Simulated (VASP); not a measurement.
EuH4, 5 atoms in the cell. The structure is tetragonal, space group I4/mmm (No. 139). The conventional cell has a = 4.092 Å, b = 4.092 Å, c = 6.799 Å, α = 90.00°, β = 90.00°, γ = 90.00°. Within 2.7 Å of Eu (site symmetry 4/mmm) lie 6 H at 2.05 to 2.27 Å. Within 3.2 Å of H (site symmetry 4mm) lie 13 H at 2.26 to 3.11 Å and 5 Eu at 2.27 to 3.11 Å. H (site symmetry mmm) has 2 Eu at 2.05 Å and 4 H at 2.34 Å within 2.7 Å. The cell was generated, and may not be a known phase.

```yaml
Program: VASP 6.6.1
Task: single point
Functional: PBE
Potentials_or_basis: VASP PAW PBE potentials, release 64 (Eu, H)
Cutoff: 520 eV
k_mesh: 6 × 6 × 6
Occupations: gaussian, width 0.1 eV
Spin: collinear spin, ferromagnetic start
Starting_moments: "[7.0, 0.0, 0.0, 0.0, 0.0] μB"
Dipole_correction: no
Further_INCAR_settings: ALGO = Normal; EDIFF = 1e-06; NBANDS = 22
```

Potentials or basis: VASP PAW PBE potentials, release 64 (Eu, H).

The run is started by

```bash
$ cat potpaw_PBE.64/Eu/POTCAR potpaw_PBE.64/H/POTCAR > POTCAR
$ mpirun -np 1 vasp_std > vasp.out
```

Hardware: 1 thread of Intel(R) Xeon(R) Platinum 8488C (Sapphire Rapids), with other jobs on the host.

Q: Estimate the wall time of this run.

A: Run time: 2.8 min on 1 thread of Intel(R) Xeon(R) Platinum 8488C (Sapphire Rapids) (shared host), peak memory 0.28 GiB. Counts: scf iterations 35, k points 30.
